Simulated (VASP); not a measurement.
Input of a VASP 6.6.1 run:

File INCAR:

```
PREC = Accurate
ENCUT = 520
EDIFF = 1E-7
ISMEAR = 0
SIGMA = 0.05
LREAL = Auto
LASPH = True
NELM = 150
ALGO = Normal
ISIF = 2
LWAVE = False
LCHARG = False
ISPIN = 2
MAGMOM = 0 0 0 0 0 0 0 0 0 0 0 0 0 0 0 0 0
LORBIT = 11
GGA = PS
NBANDS = 53
```

Contents of KPOINTS:

```
Automatic mesh
0
Gamma
  2 2 2
```

The input POSCAR:

```
Si16O
1.0
    0.0000000000      5.4300000000      5.4300000000
    5.4300000000      0.0000000000      5.4300000000
    5.4300000000      5.4300000000      0.0000000000
Si O
16 1
Direct
    0.0023209945      0.0017349908     -0.0005335175
    0.1231813076      0.1304798343      0.1248162983
   -0.0048228361      0.0013874770      0.5006222836
    0.1240084715      0.1231924494      0.6249620626
    0.0408193370      0.5053014733     -0.0558232044
    0.1274104972      0.6277359116      0.1080191529
    0.0013772560      0.4971956722      0.4834094843
    0.1531410681      0.6301898711      0.5720467772
    0.4946213628     -0.0272454880      0.0530296501
    0.6281539595      0.1248462247      0.1409981584
    0.4981511971     -0.0024633517      0.5165523020
    0.6203414365      0.0841513812      0.6807342541
    0.5008698895      0.5007562615     -0.0033008287
    0.6694037753      0.6165361878      0.0781271639
    0.5095618785      0.4555915285      0.5458615101
    0.6255383057      0.6240867403      0.6269906077
    0.6910202578      0.4334952118      0.3118283610
```

Potentials or basis: VASP PAW PBE potentials, release 64 (Si, O).

Launch:

```bash
$ cat potpaw_PBE.64/Si/POTCAR potpaw_PBE.64/O/POTCAR > POTCAR
$ mpirun -np 1 vasp_std > vasp.out
```

Problem. Estimate the band gap on the k mesh.

Solution. 0.40 eV.

Problem. Estimate the pressure.

Solution. 2.4 GPa.

Problem. Predict the net moment.

Solution. 0.00 μB per cell.

Problem. What does it give for the largest force?

Solution. 0.089 eV/Å.

Forces in eV/Å, atoms in the order of the input:
```
Si   0.014 -0.002  0.001
Si  -0.004  0.007  0.011
Si   0.000 -0.012  0.003
Si  -0.010  0.006 -0.007
Si  -0.004 -0.002 -0.005
Si  -0.012 -0.002  0.001
Si   0.007 -0.003 -0.003
Si   0.002  0.002  0.009
Si   0.006  0.003  0.000
Si  -0.005 -0.006 -0.008
Si   0.004  0.000  0.011
Si   0.004  0.006 -0.008
Si   0.001  0.009  0.004
Si  -0.023 -0.069  0.052
Si   0.054  0.028 -0.057
Si   0.002 -0.011 -0.001
O   -0.037  0.046 -0.003
```

Caveat: the k points lie up to 0.50 Å⁻¹ apart; the PAW data sets were made with another functional, which shifts forces and pressure a little.
